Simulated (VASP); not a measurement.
Set up this calculation in VASP 6.6.1, as the native input.

```yaml
Task: single point
Functional: PBE
Potentials_or_basis: VASP PAW PBE potentials, release 64 (Li_sv, B)
Cutoff: 520 eV
k_mesh: 2 × 2 × 2
Occupations: fermi-dirac, width 0.15 eV
Spin: no spin polarisation
Dipole_correction: no
Further_INCAR_settings: LREAL = Auto; ALGO = Normal; EDIFF = 1e-06; NBANDS = 40
```

The structure of Li16B (a cell with a defect) lies in POSCAR:

```
Li16B
1.0
    6.9800000000      0.0000000000      0.0000000000
    0.0000000000      6.9800000000      0.0000000000
    0.0000000000      0.0000000000      6.9800000000
Li B
16 1
Direct
    0.0415186246     -0.0043553009      0.1419484241
    0.4204297994      0.0758882521     -0.0623638968
    0.0106590258      0.4696704871      0.0572779370
    0.1072063037     -0.0524355301      0.5508739255
    0.3006733524      0.2262034384      0.2959742120
    0.4483810888      0.5023638968     -0.0226790831
    0.4833094556     -0.0258022923      0.5816189112
    0.6734813754      0.2823495702      0.2162177650
   -0.1787535817      0.7559312321      0.3434957020
    0.2775214900      0.6656160458      0.2753151862
    0.1578653295      0.5138538682      0.6396991404
    0.8159312321      0.3884527221      0.5094126074
    0.6629226361      0.8306446991      0.0408309456
    0.8021060172      0.0934527221      0.8331805158
    0.1696131805      0.7035673352      0.8803868195
    0.8278080229      0.6427220630      0.8073065903
    0.1106303725      0.2047707736     -0.0611891117
```

One way to write it, as run:

INCAR

```
SYSTEM = Li16B
PREC = Accurate ; ENCUT = 520
EDIFF = 1E-6 ; ISMEAR = -1
SIGMA = 0.15 ; LREAL = Auto
LASPH = .True. ; NELM = 60
ALGO = Normal ; ISIF = 2
LWAVE = .False. ; LCHARG = .False.
GGA = PE ; NBANDS = 40
```

KPOINTS

```
regular mesh
0
Gamma
  2 2 2
  0 0 0
```

Potentials or basis: VASP PAW PBE potentials, release 64 (Li_sv, B).

Run with:

```sh
$ cat potpaw_PBE.64/Li_sv/POTCAR potpaw_PBE.64/B/POTCAR > POTCAR
$ mpirun -np 1 vasp_std > vasp.out
```

Results of the run:

- Largest force: 1.829 eV/Å
- Band gap on the k mesh: zero (an odd number of electrons rules out a gap without spin polarisation)

Caveat: the k points lie up to 0.45 Å⁻¹ apart, too coarse for converged energies and pressures of a metal.

Wall time 4.7 min on 1 thread of Intel(R) Xeon(R) Platinum 8259CL CPU @ 2.50GHz (Skylake/Cascade Lake), on a shared host, peak memory 0.38 GiB.
